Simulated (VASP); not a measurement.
## As: single point with BLYP

The system is As.

```
CELL_PARAMETERS angstrom
2.77547 0.00000 0.00000
0.00000 2.77547 0.00000
0.00000 0.00000 2.77547
ATOMIC_POSITIONS crystal
As 0.00000 0.00000 0.00000
```

This cell differs from its parent crystal: volume scaled by 0.96.

- Program: VASP 6.6.1
- Task: single point
- Functional: BLYP
- Potentials or basis: VASP PAW PBE potentials, release 64 (As)
- Cutoff: 520 eV
- k mesh: 13 × 13 × 13
- Occupations: fermi-dirac, width 0.1 eV
- Spin: no spin polarisation
- Dipole correction: no
- Further INCAR settings: ALGO = Normal; EDIFF = 1e-07; NBANDS = 8

| Property | Result |
| --- | --- |
| Pressure | 2.6 GPa |

Levels at points of the mesh, in eV from the Fermi level:
```
           k point  band 1  band 2  band 3  band 4  band 5
(0.00, 0.00, 0.00)  -14.37    3.71    3.71    3.71    8.54
```

Wall time 21 s on 1 thread of Intel Xeon 8259CL, on a shared host, peak memory 0.14 GiB.

Caveat: the PAW data sets were made with another functional, which shifts forces and pressure a little.
